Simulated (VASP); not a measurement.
The system is KP2.

```
K P
1.0
     4.58250    0.00000    0.00000
    -2.29125    3.96856    0.00000
     0.00000    0.00000    6.01111
K P
1 2
Direct
  0.00000 0.00000 0.00000
  0.33333 0.66667 0.68599
  0.66667 0.33333 0.31401
```

```yaml
Program: VASP 6.6.1
Task: relaxation of cell and atoms
Functional: PBE
Dispersion: D3(BJ)
Potentials_or_basis: VASP PAW PBE potentials, release 64 (K_sv, P)
Cutoff: 600 eV
k_mesh: 6 × 6 × 4
Occupations: gaussian, width 0.1 eV
Spin: no spin polarisation
```

At the start: pressure -5.7 GPa; volume 36.44 Å³/atom.

Q: How do energy, volume and symmetry change on relaxing?

A: Over 26 steps the energy falls by 1554.9 meV/atom and the volume is 23.34 Å³/atom (-35.9 %); space group P-3m1 (No. 164, to 0.1 Å) before and after.

Step by step:
| step | energy change (eV) | largest force (eV/Å) | pressure (GPa) | volume (Å³) |
| --- | --- | --- | --- | --- |
| 1 | 0.0000 | 2.4019 | -5.68 | 109.32 |
| 2 | -1.4589 | 3.0471 | -5.87 | 90.00 |
| 3 | -1.8575 | 1.1847 | 34.23 | 44.45 |
| 4 | -2.5207 | 3.4399 | 0.41 | 66.56 |
| 5 | -2.7958 | 3.2533 | 10.92 | 54.90 |
| 6 | -3.3668 | 0.9461 | 12.52 | 53.75 |
| 7 | -3.3750 | 0.7082 | 12.78 | 53.62 |
| 8 | -3.8690 | 0.5958 | 4.83 | 60.08 |
| 9 | -4.1222 | 0.5860 | -1.35 | 68.83 |
| 10 | -4.1368 | 0.6159 | -2.62 | 71.60 |
| 11 | -4.3437 | 0.3579 | -1.82 | 71.29 |
| 12 | -4.4982 | 0.2540 | 0.23 | 70.34 |
| 13 | -4.4982 | 0.2898 | 0.35 | 70.28 |
| 14 | -4.5082 | 0.2473 | 0.11 | 70.80 |
| 15 | -4.5222 | 0.3424 | -0.33 | 71.61 |
| 16 | -4.5693 | 0.6050 | -1.67 | 73.20 |
| 17 | -4.5852 | 0.5338 | -3.29 | 76.25 |
| 18 | -4.6090 | 0.0944 | -2.49 | 74.69 |
| 19 | -4.6126 | 0.0500 | -2.49 | 74.67 |
| 20 | -4.6209 | 0.0981 | -2.50 | 74.63 |
| 21 | -4.6179 | 0.4975 | -2.53 | 74.50 |
| 22 | -4.6230 | 0.2544 | -2.50 | 74.58 |
| 23 | -4.6296 | 0.2340 | -2.31 | 74.20 |
| 24 | -4.6460 | 0.1691 | -1.73 | 73.05 |
| 25 | -4.6636 | 0.0236 | -0.48 | 70.79 |
| 26 | -4.6648 | 0.0310 | -0.03 | 70.03 |

Final structure:
```cif
data_structure
_symmetry_space_group_name_H-M 'P 1'
_symmetry_Int_Tables_number 1
_cell_length_a 3.7998
_cell_length_b 3.7998
_cell_length_c 5.6006
_cell_angle_alpha 90.000
_cell_angle_beta 90.000
_cell_angle_gamma 120.000
_cell_volume 70.03
loop_
_atom_site_label
_atom_site_type_symbol
_atom_site_fract_x
_atom_site_fract_y
_atom_site_fract_z
_atom_site_occupancy
K1 K 0.00000 0.00000 0.00000 1
P1 P 0.33333 0.66667 0.57239 1
P2 P 0.66667 0.33333 0.42761 1
```

Caveat: the volume moved by over 15 % at a fixed basis, so the end points are rough; an odd number of electrons without spin polarisation forces a metal; a magnetic or distorted state may lie lower.
